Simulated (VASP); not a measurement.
Runs of VASP 6.6.1 on Cu2H. The structure is that of space group R-3m (No. 166), or close to it. The cells are those of the table. 

| task | cell | k mesh | cutoff (eV) | gap on the mesh (eV) | pressure (GPa) | largest force (eV/Å) |
| --- | --- | --- | --- | --- | --- | --- |
| single point | a = 4.680 Å, angles 32.8°, 3 atoms | 6 × 6 × 6 | 520 | none | 0.4 | 0.01 |
| single point | a = 4.644 Å, angles 33.1°, 3 atoms | 24 × 24 × 24 | 520 | none | 0.6 | 0.01 |
| relaxation of cell and atoms | relaxed from a = 4.728 Å, angles 36.0°, 3 atoms | 6 × 6 × 6 | 600 | none | 0.2 | - |
| single point | a = 4.728 Å, angles 36.0°, 3 atoms | 6 × 6 × 6 | 520 | none | (a) | 0.19 |

Alike in all rows: level PBE; potentials or basis VASP PAW PBE potentials, release 64 (Cu, H); no spin polarisation; smearing gaussian 0.1 eV.

Fill in the values left out.

(a) -16.2.

Caveats: some runs use coarse meshes.

A gap of «none» marks levels without a gap at the run's occupations.
